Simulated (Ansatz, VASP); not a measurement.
**Pb in VASP and in Ansatz**

```
Pb
1.0
     0.00000    2.48904    2.48904
     2.48904    0.00000    2.48904
     2.48904    2.48904    0.00000
Pb
1
Direct
  0.00000 0.00000 0.00000
```

Alike in both runs: task single point; functional PBE; k mesh 14 × 14 × 14; occupations gaussian, width 0.1 eV; no spin polarisation.

```csv
,VASP,Ansatz
version,VASP 6.6.1,Ansatz 0.2.0
potentials or method,"VASP PAW PBE potentials, release 64 (Pb_d), cutoff 500 eV","scalar-relativistic, plane waves, PAW"
valence electrons in the cell,14,14
```

```tsv
	VASP	Ansatz	Ansatz less VASP
gap on the k mesh at the Fermi level (eV)	none	none	-
pressure (GPa)	1.6	1.6	+0.05
```

A gap of «none» marks a metal or a gap that the smearing closes. With one functional, cell and mesh, what is left measures potentials, basis and numerics.

Neither program's run includes spin-orbit coupling.
